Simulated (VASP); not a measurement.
# C (P6_3/mmc) in VASP: a series of runs

The runs below take C through single point, with r2SCAN.

Program: VASP 6.6.1. These are calculated values, not measurements. Logs are shortened: lines on timing, memory, paths and dates and some standing lists are left out, and cuts for length are marked.

## (1) The cell of the first run

It takes space group P6_3/mmc (No. 194, hexagonal). Conventional cell: a = 2.456 Å, b = 2.456 Å, c = 7.011 Å, α = 90.00°, β = 90.00°, γ = 120.00°. Within 1.9 Å of C (site symmetry -6m2) lie 3 C at 1.42 Å. C (site symmetry -6m2) has 3 C at 1.42 Å within 1.9 Å.

## (2) Single point, r2SCAN

File POSCAR:

```
C
1.0
    2.4559134450      0.0000000000      0.0000000000
   -1.2279567225      2.1268834329      0.0000000000
    0.0000000000      0.0000000000      7.0106290262
C
4
Direct
    1.0000000000      1.0000000000      0.2500000000
    0.0000000000      0.0000000000      0.7500000000
    0.3333333333      0.6666666667      0.2500000000
    0.6666666667      0.3333333333      0.7500000000
```

File INCAR.step1:

```
SYSTEM = C
PREC = Accurate ; ENCUT = 520
ISMEAR = 1 ; SIGMA = 0.6
LREAL = .FALSE. ; LASPH = .TRUE.
NELM = 100 ; NBANDS = 16
GGA = PE ; ALGO = Normal
EDIFF = 1E-4 ; LWAVE = .TRUE.
LCHARG = .FALSE.
```

File INCAR.step2:

```
SYSTEM = C
PREC = Accurate ; ENCUT = 520
EDIFF = 1E-6 ; ISMEAR = 1
SIGMA = 0.6 ; LREAL = .FALSE.
LASPH = .TRUE. ; NELM = 100
ALGO = Normal ; ISIF = 2
LWAVE = .FALSE. ; LCHARG = .FALSE.
METAGGA = R2SCAN ; LMIXTAU = .TRUE.
NBANDS = 16 ; ISTART = 1
```

File KPOINTS:

```
Automatic mesh
0
G
  15 15 5
  0 0 0
```

Potentials or basis: VASP PAW PBE potentials, release 64 (C).

On the command line:

```sh
> cat potpaw_PBE.64/C/POTCAR > POTCAR
> cp INCAR.step1 INCAR
> mpirun -np 1 vasp_std > vasp.out
> cp INCAR.step2 INCAR
> mpirun -np 1 vasp_std > vasp.out
```

OUTCAR:

```text
SYSTEM = C
   PREC = Accurate
   ENCUT = 520
   EDIFF = 1E-6
   ISMEAR = 1
   LREAL = .FALSE.
   LASPH = .TRUE.
   NELM = 100
   ISIF = 2
   METAGGA = R2SCAN
   ISTART = 1

 ion  position               nearest neighbor table
   1  0.000  0.000  0.250-   3 1.42   3 1.42   3 1.42
   2  0.000  0.000  0.750-   4 1.42   4 1.42   4 1.42
   3  0.333  0.667  0.250-   1 1.42   1 1.42   1 1.42
   4  0.667  0.333  0.750-   2 1.42   2 1.42   2 1.42

  LATTYP: Found a hexagonal cell.
 ALAT       =     2.4559134450
 C/A-ratio  =     2.8545912481

  Lattice vectors:

 A1 = (   2.4559134450,   0.0000000000,   0.0000000000)
 A2 = (  -1.2279567225,   2.1268834329,   0.0000000000)
 A3 = (   0.0000000000,   0.0000000000,   7.0106290262)

Analysis of symmetry for initial positions (statically):
=====================================================================
 Subroutine PRICEL returns:
 Original cell was already a primitive cell.

 Routine SETGRP: Setting up the symmetry group for a
 hexagonal supercell.

 Subroutine GETGRP returns: Found 24 space group operations
 (whereof 12 operations were pure point group operations)
 out of a pool of 24 trial point group operations.

The static configuration has the point symmetry D_3d.
 The point group associated with its full space group is D_6h.

Analysis of symmetry for dynamics (positions and initial velocities):
=====================================================================
 Subroutine PRICEL returns:
 Original cell was already a primitive cell.

 Routine SETGRP: Setting up the symmetry group for a
 hexagonal supercell.

 Subroutine GETGRP returns: Found 24 space group operations
 (whereof 12 operations were pure point group operations)
 out of a pool of 24 trial point group operations.

The dynamic configuration has the point symmetry D_3d.
 The point group associated with its full space group is D_6h.

 Subroutine INISYM returns: Found 24 space group operations
 (whereof 12 operations are pure point group operations),
 and found     1 'primitive' translations

----------------------------------------------------------------------------------------

                                     Primitive cell

  volume of cell :      36.6196

  direct lattice vectors                    reciprocal lattice vectors
     2.455913445  0.000000000  0.000000000     0.407180474  0.235085756  0.000000000
    -1.227956723  2.126883433  0.000000000     0.000000000  0.470171512  0.000000000
     0.000000000  0.000000000  7.010629026     0.000000000  0.000000000  0.142640553

  length of vectors
     2.455913445  2.455913445  7.010629026     0.470171512  0.470171512  0.142640553

  position of ions in fractional coordinates (direct lattice)
     0.000000000  0.000000000  0.250000000
     0.000000000  0.000000000  0.750000000
     0.333333333  0.666666667  0.250000000
     0.666666667  0.333333333  0.750000000

  ion indices of the primitive-cell ions
   primitive index   ion index
                 1           1
                 2           2
                 3           3
                 4           4

----------------------------------------------------------------------------------------

 KPOINTS: Automatic mesh

Automatic generation of k-mesh.
 Grid dimensions read from file:
 generate k-points for:   15   15    5

 Generating k-lattice:

  Cartesian coordinates                     Fractional coordinates (reciprocal lattice)
     0.027145365  0.015672384  0.000000000     0.066666667  0.000000000  0.000000000
     0.000000000  0.031344767  0.000000000     0.000000000  0.066666667  0.000000000
     0.000000000  0.000000000  0.028528111     0.000000000  0.000000000  0.200000000

  Length of vectors
     0.031344767  0.031344767  0.028528111

  Shift w.r.t. Gamma in fractional coordinates (k-lattice)
     0.000000000  0.000000000  0.000000000

 Subroutine IBZKPT returns following result:
 ===========================================

 Found     81 irreducible k-points:

 Following reciprocal coordinates:
            Coordinates               Weight
  0.000000  0.000000  0.000000      1.000000
  0.066667  0.000000  0.000000      6.000000
  0.133333 -0.000000  0.000000      6.000000
  0.200000  0.000000  0.000000      6.000000
  0.266667 -0.000000  0.000000      6.000000
  0.333333  0.000000  0.000000      6.000000
[... 16 lines left out ...]
  0.333333  0.200000  0.000000     12.000000
  0.400000  0.200000  0.000000      6.000000
 [... further k-points ...]
   k-points           NKPTS =     81   k-points in BZ     NKDIM =     81   number of bands    NBANDS=     16
   number of dos      NEDOS =    301   number of ions     NIONS =      4
   total plane-waves  NPLWV =  17496
   dimension x,y,z NGX =    18 NGY =   18 NGZ =   54
   dimension x,y,z NGXF=    36 NGYF=   36 NGZF=  108
   ions per type =               4
   NGX,Y,Z   is equivalent  to a cutoff of  12.18, 12.18, 12.81 a.u.
   NGXF,Y,Z  is equivalent  to a cutoff of  24.37, 24.37, 25.61 a.u.
 SYSTEM =  C
   PREC   = accura    normal or accurate (medium, high low for compatibility)
   ISTART =      1    job   : 0-new  1-cont  2-samecut
   ICHARG =      0    charge: 1-file 2-atom 10-const
   ISPIN  =      1    spin polarized calculation?
   LNONCOLLINEAR =      F non collinear calculations
   LSORBIT =      F    spin-orbit coupling
   LASPH  =      T    aspherical Exc in radial PAW
   ENCUT  =  520.0 eV  38.22 Ry    6.18 a.u.   4.57  4.57 13.04*2*pi/ulx,y,z
   NELM   =    100;   NELMIN=  2; NELMDL=  0     # of ELM steps
   EDIFF  = 0.1E-05   stopping-criterion for ELM
   LREAL  =      F    real-space projection
   EDIFFG = 0.1E-04   stopping-criterion for IOM
   NSW    =      0    number of steps for IOM
   IBRION =     -1    ionic relax: 0-MD 1-quasi-New 2-CG
   NFREE  =      0    steps in history (QN), initial steepest desc. (CG)
   ISIF   =      2    stress and relaxation
   ISYM   =      2    0-nonsym 1-usesym 2-fastsym
   POTIM  = 0.5000    time-step for ionic-motion
   TEBEG  =    0.0;   TEEND  =   0.0 temperature during run
   PSTRESS=    0.0 pullay stress
   NELECT =      16.0000    total number of electrons
   NUPDOWN=      -1.0000    fix difference up-down
   EMIN   =  10.00;   EMAX   =-10.00  energy-range for DOS
   EFERMI =   0.00;   METHOD = LEGACY
   ISMEAR =     1;   SIGMA  =   0.60  broadening in eV -4-tet -1-fermi 0-gaus
   EFERMI_NEDOS =   21; number of points for ismear=-14 and -15
   IALGO  =     38    algorithm
   IMIX   =      4    mixing-type and parameters
     AMIX     =   0.40;   BMIX     =  1.00
     AMIX_MAG =   1.60;   BMIX_MAG =  1.00
  volume/ion in A,a.u.               =       9.15        61.78
  Fermi-wavevector in a.u.,A,eV,Ry     =   1.242254  2.347519 20.996428  1.543194
  Thomas-Fermi vector in A             =   2.376616
   LORBIT       =      0    0 simple, 1 ext, 2 COOP (PROOUT), +10 PAW based schemes
   METAGGA = R2SCAN    functional components
   LHFCALC =     F    Hartree Fock is set to
   AEXX    =    0.0000 exact exchange contribution
   IVDW    =     0    specifies the selected vdW correction
   LEPSILON=     F    determine dielectric tensor
   LRPA    =     F    only Hartree local field effects (RPA)
 non-spin polarized calculation
 Methfessel and Paxton  Order N= 1 SIGMA  =   0.60
  energy-cutoff  :      520.00
  volume of cell :       36.62
 maximum number of plane-waves:      1008
   NGX =  9   NGY =  9   NGZ = 27

 number of electron      15.9999995 magnetization

 Free energy of the ion-electron system (eV)
  ---------------------------------------------------
  ext. energy  EPLUGINS =         0.00000000
  ---------------------------------------------------
  free energy    TOTEN  =       -39.75031002 eV

  energy without entropy =      -39.75403680  energy(sigma->0) =      -39.75155228

 E-fermi :   4.3086     XC(G=0): -10.8305

 val. band max:        4.3028194562   @ k =   0.3333   0.3333   0.2000
 cond. band min:       4.3144179342   @ k =   0.3333   0.3333   0.4000
 fundamental gap:      0.0115984780
 Fermi energy:         4.3085522864

 k-point     1 :       0.0000    0.0000    0.0000
  band No.  band energies     occupation
      1     -16.6318      2.00000
      2     -16.4226      2.00000
      3      -4.5634      2.00000
      4      -2.9579      2.00000
      5       1.0986      2.00000
      6       1.0986      2.00000
[... 8 lines left out ...]
     15      16.7557      0.00000
     16      16.9200      0.00000

 k-point     2 :       0.0667    0.0000    0.0000
  band No.  band energies     occupation
      1     -16.5193      2.00000
      2     -16.3115      2.00000
      3      -4.4275      2.00000
      4      -2.8283      2.00000
      5       0.6353      2.00000
      6       0.6545      2.00000
[... 8 lines left out ...]
     15      16.3327      0.00000
     16      16.5188      0.00000

 k-point     3 :       0.1333   -0.0000    0.0000
  band No.  band energies     occupation
      1     -16.1829      2.00000
      2     -15.9792      2.00000
      3      -4.0215      2.00000
      4      -2.4421      2.00000
      5      -0.5898      2.00000
      6      -0.5551      2.00000
[... 8 lines left out ...]
     15      15.1665     -0.00000
     16      15.4315     -0.00000

 k-point     4 :       0.2000    0.0000    0.0000
  band No.  band energies     occupation
      1     -15.6250      2.00000
      2     -15.4281      2.00000
      3      -3.3514      2.00000
      4      -2.2616      2.00000
      5      -2.2082      2.00000
      6      -1.8082      2.00000
[... 8 lines left out ...]
     15      16.7825      0.00000
     16      16.8162      0.00000
[... 324 lines left out ...]
 k-point    22 :       0.2667    0.2000    0.0000
  band No.  band energies     occupation
      1     -12.5899      2.00000
      2     -12.4298      2.00000
      3      -6.6598      2.00000
      4      -6.5883      2.00000
      5      -4.5086      2.00000
      6      -4.4570      2.00000
[... 8 lines left out ...]
     15      17.7135      0.00000
     16      18.2209      0.00000

 k-point    23 :       0.3333    0.2000    0.0000
  band No.  band energies     occupation
      1     -11.3716      2.00000
      2     -11.2303      2.00000
      3      -8.1781      2.00000
      4      -8.0813      2.00000
      5      -4.9742      2.00000
      6      -4.9083      2.00000
[... 8 lines left out ...]
     15      17.2846      0.00000
     16      17.7834      0.00000

 k-point    24 :       0.4000    0.2000    0.0000
  band No.  band energies     occupation
      1     -10.3840      2.00000
      2     -10.3108      2.00000
      3      -9.2219      2.00000
      4      -9.1760      2.00000
      5      -5.1190      2.00000
      6      -5.0495      2.00000
[... 8 lines left out ...]
     15      16.7331      0.00000
     16      16.8697      0.00000

 [... further k-points ...]

------------------------ aborting loop because EDIFF is reached ----------------------------------------

  FORCE on cell =-STRESS in cart. coord.  units (eV):
  Direction    XX          YY          ZZ          XY          YZ          ZX
  --------------------------------------------------------------------------------------
  -------------------------------------------------------------------------------------
  Total        0.2224946      0.2224946      0.0065113      0.0000000      0.0000000      0.0000000
  in kB        9.7345584      9.7345584      0.2848799      0.0000000      0.0000000      0.0000000
  external PRESSURE =       6.5846656 kB  Pullay stress =       0.0000000 kB

 VOLUME and BASIS-vectors are now :
 -----------------------------------------------------------------------------
  energy-cutoff  :      520.00
  volume of cell :       36.62
      direct lattice vectors                 reciprocal lattice vectors
     2.455913445  0.000000000  0.000000000     0.407180474  0.235085756  0.000000000
    -1.227956723  2.126883433  0.000000000     0.000000000  0.470171512  0.000000000
     0.000000000  0.000000000  7.010629026     0.000000000  0.000000000  0.142640553

 POSITION                                       TOTAL-FORCE (eV/Angst)
 -----------------------------------------------------------------------------------
      0.00000      0.00000      1.75266        -0.000000      0.000000      0.000000
      0.00000      0.00000      5.25797         0.000000     -0.000000      0.000000
     -0.00000      1.41792      1.75266        -0.000000     -0.000000      0.000000
      1.22796      0.70896      5.25797         0.000000      0.000000     -0.000000
 -----------------------------------------------------------------------------------
    total drift:                                0.000000     -0.000000      0.000000

  FREE ENERGIE OF THE ION-ELECTRON SYSTEM (eV)
  ---------------------------------------------------
  free  energy   TOTEN  =       -39.7503100198 eV

  energy  without entropy=      -39.7540367954  energy(sigma->0) =      -39.75155228
```

Run time: 64 s. Hardware: 1 thread of Intel Xeon 6975P-C (Granite Rapids), shared host; peak memory 0.16 GiB.

Results:

| Property | Result |
| --- | --- |
| Free energy | -39.7503 eV |
| Pressure | 0.7 GPa |
| Band gap on the k mesh | zero (bands 8 and 9 overlap by 0.02 eV) |

Caveat: so wide a smearing shifts energies and pressures; the PAW data sets were made with another functional, which shifts forces and pressure a little.

## (3) Single point, r2SCAN

POSCAR is that of step 2.

File INCAR.step1:

```
PREC = Accurate
ENCUT = 520
ISMEAR = 1
SIGMA = 1.0
LREAL = F
LASPH = T
NELM = 60
NBANDS = 16
GGA = PE
ALGO = Normal
EDIFF = 1E-4
LWAVE = T
LCHARG = F
```

File INCAR.step2:

```
PREC = Accurate
ENCUT = 520
EDIFF = 1E-6
ISMEAR = 1
SIGMA = 1.0
LREAL = F
LASPH = T
NELM = 60
ALGO = Normal
ISIF = 2
LWAVE = F
LCHARG = F
METAGGA = R2SCAN
LMIXTAU = T
NBANDS = 16
ISTART = 1
```

File KPOINTS:

```
Automatic mesh
0
Gamma
  15 15 5
```

Potentials or basis: VASP PAW PBE potentials, release 64 (C).

On the command line:

```sh
> cat potpaw_PBE.64/C/POTCAR > POTCAR
> cp INCAR.step1 INCAR
> mpirun -np 1 vasp_std > vasp.out
> cp INCAR.step2 INCAR
> mpirun -np 1 vasp_std > vasp.out
```

It took 64 s on 1 thread of Intel Xeon 6975P-C (Granite Rapids), shared host; peak memory 0.16 GiB.

Results (log left out):

```
Free energy            : -39.7401 eV
Pressure               : 0.6 GPa
Band gap on the k mesh : zero (bands 8 and 9 overlap by 0.02 eV)
```

Stress tensor (GPa, compression positive):
```
0.83 0.00 0.00
0.00 0.83 0.00
0.00 0.00 0.05
```

Levels at points of the mesh, in eV from the Fermi level:
```
           k point  band 5  band 6  band 7  band 8  band 9  band 10  band 11  band 12
(0.00, 0.00, 0.00)   -3.37   -3.37   -3.36   -3.36    3.90     8.56     8.56     8.60
```

Caveat: so wide a smearing shifts energies and pressures; the PAW data sets were made with another functional, which shifts forces and pressure a little.

## (4) Single point, r2SCAN

POSCAR is that of step 3.

File INCAR.step1:

```
SYSTEM = C
  ALGO = Normal
  EDIFF = 1E-4
  ENCUT = 520
  GGA = PE
  ISMEAR = 1
  LASPH = .TRUE.
  LCHARG = .FALSE.
  LREAL = .FALSE.
  LWAVE = .TRUE.
  NBANDS = 16
  NELM = 100
  PREC = Accurate
  SIGMA = 0.2
```

File INCAR.step2:

```
SYSTEM = C
  ALGO = Normal
  EDIFF = 1E-6
  ENCUT = 520
  ISIF = 2
  ISMEAR = 1
  ISTART = 1
  LASPH = .TRUE.
  LCHARG = .TRUE.
  LELF = .TRUE.
  LMIXTAU = .TRUE.
  LREAL = .FALSE.
  LVHAR = .TRUE.
  LWAVE = .FALSE.
  METAGGA = R2SCAN
  NBANDS = 16
  NELM = 100
  PREC = Accurate
  SIGMA = 0.2
```

File KPOINTS:

```
k-points
0
G
  15 15 5
  0 0 0
```

On the command line:

```sh
> cat potpaw_PBE.64/C/POTCAR > POTCAR
> cp INCAR.step1 INCAR
> mpirun -np 1 vasp_std > vasp.out
> cp INCAR.step2 INCAR
> mpirun -np 1 vasp_std > vasp.out
```

It took 64 s on 1 thread of Intel Xeon 6975P-C (Granite Rapids), shared host; peak memory 0.16 GiB.

It converged, with:

```
Free energy            : -39.7495 eV
Pressure               : 0.7 GPa
Band gap on the k mesh : zero (bands 8 and 9 overlap by 0.02 eV)
```

Stress tensor (GPa, compression positive):
```
 1.01  0.00  0.00
 0.00  1.01  0.00
 0.00  0.00 -0.01
```

Levels at points of the mesh, in eV from the Fermi level:
| k point | band 5 | band 6 | band 7 | band 8 | band 9 | band 10 | band 11 | band 12 |
| --- | --- | --- | --- | --- | --- | --- | --- | --- |
| (0.00, 0.00, 0.00) | -3.21 | -3.21 | -3.20 | -3.20 | 4.06 | 8.72 | 8.72 | 8.76 |

Caveat: the PAW data sets were made with another functional, which shifts forces and pressure a little.

## (5) The runs side by side

```csv
smearing,gap on the mesh (eV),pressure (GPa)
methfessel-paxton 0.6 eV,none,0.7
methfessel-paxton 1 eV,none,0.6
methfessel-paxton 0.2 eV,none,0.7
```

Alike in all rows: task single point; level r2SCAN; potentials or basis VASP PAW PBE potentials, release 64 (C); no spin polarisation; cell as given; k mesh 15 × 15 × 5; cutoff (eV) 520.

Caveats: the PAW data sets were made with another functional, which shifts forces and pressure a little; so wide a smearing shifts energies and pressures (at least some runs).

Total energies depend on the potentials used, so only differences within one code and one set of settings carry meaning.

The gap in the log of VASP goes by the Fermi energy; the results here count the filled bands.